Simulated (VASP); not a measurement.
Input of a VASP 6.6.1 run:

File INCAR:

```
ALGO = Normal
EDIFF = 1E-7
EDIFFG = -0.03
ENCUT = 500
GGA = PE
GGA_COMPAT = False
IBRION = 2
ISIF = 3
ISMEAR = -1
LASPH = True
LCHARG = False
LREAL = False
LWAVE = False
NELM = 120
NELMIN = 4
NSW = 80
PREC = Accurate
SIGMA = 0.1
```

The input KPOINTS:

```
k-points
0
Gamma
  7 7 7
```

File POSCAR:

```
Pt
1.0
    0.0000000000      2.6950000000      2.6950000000
    2.6950000000      0.0000000000      2.6950000000
    2.6950000000      2.6950000000      0.0000000000
Pt
2
Direct
    1.0000000000      1.0000000000      1.0000000000
    0.2500000000      0.2500000000      0.2500000000
```

Potentials or basis: VASP PAW PBE potentials, release 64 (Pt).

The run is started by

```bash
$ cat potpaw_PBE.64/Pt/POTCAR > POTCAR
$ mpirun -np 1 vasp_std > vasp.out
```

(1) Predict the band gap on the k mesh.

(2) What does it give for the relaxed cell?

(3) Estimate the relaxed volume.

Answers

(1) zero (bands 10 and 11 overlap by 0.55 eV).

(2) a = 4.083 Å, b = 4.083 Å, c = 4.083 Å, α = 60.00°, β = 60.00°, γ = 60.00°.

(3) 24.06 Å³/atom.

Caveat: the volume moved by over 15 % at a fixed basis, so the end points are rough; spin-orbit coupling is left out, which moves the levels of the heavy elements.
